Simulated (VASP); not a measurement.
# CsSnI3 (Pm-3m) in VASP: notebook, part 2 of 2

VASP 6.6.1. Earlier steps stand in the parts before.

**3. Relaxation of cell and atoms, PBEsol+D3(BJ)**

INCAR

```
  ALGO = Normal
  EDIFF = 1E-7
  EDIFFG = -0.01
  ENCUT = 500
  GGA = PS
  GGA_COMPAT = False
  IBRION = 2
  ISIF = 3
  ISMEAR = -1
  IVDW = 12
  LASPH = True
  LCHARG = False
  LREAL = False
  LWAVE = False
  NELM = 120
  NELMIN = 4
  NSW = 60
  PREC = Accurate
  SIGMA = 0.05
```

KPOINTS

```
k-points
0
Gamma
  5 5 5
```

POSCAR

```
CsSnI3
1.0
    6.2057000000      0.0000000000      0.0000000000
    0.0000000000      6.2057000000      0.0000000000
    0.0000000000      0.0000000000      6.2057000000
Cs I Sn
1 3 1
Direct
    0.0000000000      0.0000000000      0.0000000000
    0.5000000000      0.5000000000      0.0000000000
    0.5000000000      0.0000000000      0.5000000000
    0.0000000000      0.5000000000      0.5000000000
    0.5000000000      0.5000000000      0.5000000000
```

Potentials or basis: VASP PAW PBE potentials, release 64 (Cs_sv, I, Sn_d).

Run with:

```
$ cat potpaw_PBE.64/Cs_sv/POTCAR potpaw_PBE.64/I/POTCAR potpaw_PBE.64/Sn_d/POTCAR > POTCAR
$ mpirun -np 1 vasp_std > vasp.out
```

OUTCAR:

```text
EDIFF = 1E-7
   EDIFFG = -0.01
   ENCUT = 500
   GGA = PS
   IBRION = 2
   ISIF = 3
   ISMEAR = -1
   IVDW = 12
   LASPH = True
   LREAL = False
   NELM = 120
   NELMIN = 4
   NSW = 60
   PREC = Accurate
 IVDW          = 12

 ion  position               nearest neighbor table
   1  0.000  0.000  0.000-
   2  0.500  0.500  0.000-   5 3.10   5 3.10
   3  0.500  0.000  0.500-   5 3.10   5 3.10
   4  0.000  0.500  0.500-   5 3.10   5 3.10
   5  0.500  0.500  0.500-   2 3.10   3 3.10   4 3.10   2 3.10   3 3.10   4 3.10

  LATTYP: Found a simple cubic cell.
 ALAT       =     6.2057000000

  Lattice vectors:

 A1 = (   6.2057000000,   0.0000000000,   0.0000000000)
 A2 = (   0.0000000000,   6.2057000000,   0.0000000000)
 A3 = (   0.0000000000,   0.0000000000,   6.2057000000)

Analysis of symmetry for initial positions (statically):
=====================================================================
 Subroutine PRICEL returns:
 Original cell was already a primitive cell.

 Routine SETGRP: Setting up the symmetry group for a
 simple cubic supercell.

 Subroutine GETGRP returns: Found 48 space group operations
 (whereof 48 operations were pure point group operations)
 out of a pool of 48 trial point group operations.

The static configuration has the point symmetry O_h .

Analysis of symmetry for dynamics (positions and initial velocities):
=====================================================================
[... 127 lines left out ...]
   LHFCALC =     F    Hartree Fock is set to
   AEXX    =    0.0000 exact exchange contribution
   IVDW    =    12    specifies the selected vdW correction
   LEPSILON=     F    determine dielectric tensor
   LRPA    =     F    only Hartree local field effects (RPA)
 conjugate gradient relaxation of ions
 non-spin polarized calculation
  energy-cutoff  :      500.00
  volume of cell :      238.99
 maximum number of plane-waves:      6083
 NGX is ok and might be reduce to    48
   NGX = 23   NGY = 23   NGZ = 23

--------------------------------------- Ionic step        1  -------------------------------------------

 number of electron      43.9999983 magnetization

 Free energy of the ion-electron system (eV)
  ---------------------------------------------------
  ext. energy  EPLUGINS =         0.00000000
  ---------------------------------------------------
  free energy    TOTEN  =       -15.10619565 eV

  energy without entropy =      -15.10619564  energy(sigma->0) =      -15.10619564

------------------------ aborting loop because EDIFF is reached ----------------------------------------

 Edisp (eV)   -1.24038

 E8    (eV) :    -0.8745
[... 77 lines left out ...]
--------------------------------------- Ionic step        3  -------------------------------------------

 number of electron      44.0000009 magnetization

 Free energy of the ion-electron system (eV)
  ---------------------------------------------------
  ext. energy  EPLUGINS =         0.00000000
  ---------------------------------------------------
  free energy    TOTEN  =       -15.09733485 eV

  energy without entropy =      -15.09733483  energy(sigma->0) =      -15.09733484

 E-fermi :   3.5592     XC(G=0):  -8.0744

 val. band max:        2.7542053258   @ k =   0.4000   0.4000   0.4000
 cond. band min:       4.3988489509   @ k =   0.4000   0.4000   0.4000
 fundamental gap:      1.6446436251
 Fermi energy:         3.5591665370

 k-point     1 :       0.0000    0.0000    0.0000
  band No.  band energies     occupation
      1     -18.7496      2.00000
      2     -18.3817      2.00000
      3     -18.3817      2.00000
      4     -18.3448      2.00000
      5     -18.3448      2.00000
      6     -18.3448      2.00000
[... 315 lines left out ...]
  FREE ENERGIE OF THE ION-ELECTRON SYSTEM (eV)
  ---------------------------------------------------
  free  energy   TOTEN  =       -16.4528696919 eV

  energy  without entropy=      -16.4528696689  energy(sigma->0) =      -16.45286968

 reached required accuracy - stopping structural energy minimisation
```

CONTCAR:

```text
CsSnI3
   1.00000000000000
     6.0233302271812965    0.0000000000000000    0.0000000000000000
     0.0000000000000000    6.0233302271812965    0.0000000000000000
    -0.0000000000000000    0.0000000000000000    6.0233302271812965
  Cs              I               Sn
     1     3     1
Direct
     0.0000000000000000    0.0000000000000000    0.0000000000000000
     0.5000000000000000    0.5000000000000000    0.0000000000000000
     0.5000000000000000    0.0000000000000000    0.5000000000000000
     0.0000000000000000    0.5000000000000000    0.5000000000000000
     0.5000000000000000    0.5000000000000000    0.5000000000000000

  0.00000000E+00  0.00000000E+00  0.00000000E+00
  0.00000000E+00  0.00000000E+00  0.00000000E+00
  0.00000000E+00  0.00000000E+00  0.00000000E+00
  0.00000000E+00  0.00000000E+00  0.00000000E+00
  0.00000000E+00  0.00000000E+00  0.00000000E+00
```

It took 2 min on 1 thread of Intel Xeon Platinum 8488C (Sapphire Rapids), shared host; peak memory 0.38 GiB.

Results:

* Free energy: -16.4529 eV
* Relaxed volume: 43.71 Å³/atom
* Relaxed cell: a = 6.023 Å, b = 6.023 Å, c = 6.023 Å, α = 90.00°, β = 90.00°, γ = 90.00°
* Space group after relaxing (to 0.05 Å): Pm-3m (No. 221)
* Energy gained by relaxing: 21.3 meV/atom
* Ionic steps: 3
* Pressure after relaxing: 0.0 GPa
* Band gap on the k mesh: 1.64 eV, direct
* Dispersion energy per atom: -0.271 eV

Step by step:
| step | energy change (eV) | largest force (eV/Å) | pressure (GPa) | volume (Å³) |
| --- | --- | --- | --- | --- |
| 1 | 0.0000 | 0.0000 | -1.51 | 238.99 |
| 2 | -0.0977 | 0.0000 | -0.49 | 223.79 |
| 3 | -0.1063 | 0.0000 | -0.03 | 218.53 |

Final structure:
```xyz
5
Lattice="6.0233 0.0000 0.0000 0.0000 6.0233 0.0000 0.0000 0.0000 6.0233" Properties=species:S:1:pos:R:3 pbc="T T T"
Cs    0.0000    0.0000    0.0000
I     3.0117    3.0117    0.0000
I     3.0117    0.0000    3.0117
I     0.0000    3.0117    3.0117
Sn    3.0117    3.0117    3.0117
```

Levels at points of the mesh, in eV from the valence-band top:
```
           k point  band 20  band 21  band 22  band 23  band 24  band 25
(0.00, 0.00, 0.00)    -1.56    -1.56    -1.56     2.79     3.56     3.56
```

Caveat: the PAW data sets were made with another functional, which shifts forces and pressure a little; spin-orbit coupling is left out, which moves the levels of the heavy elements.
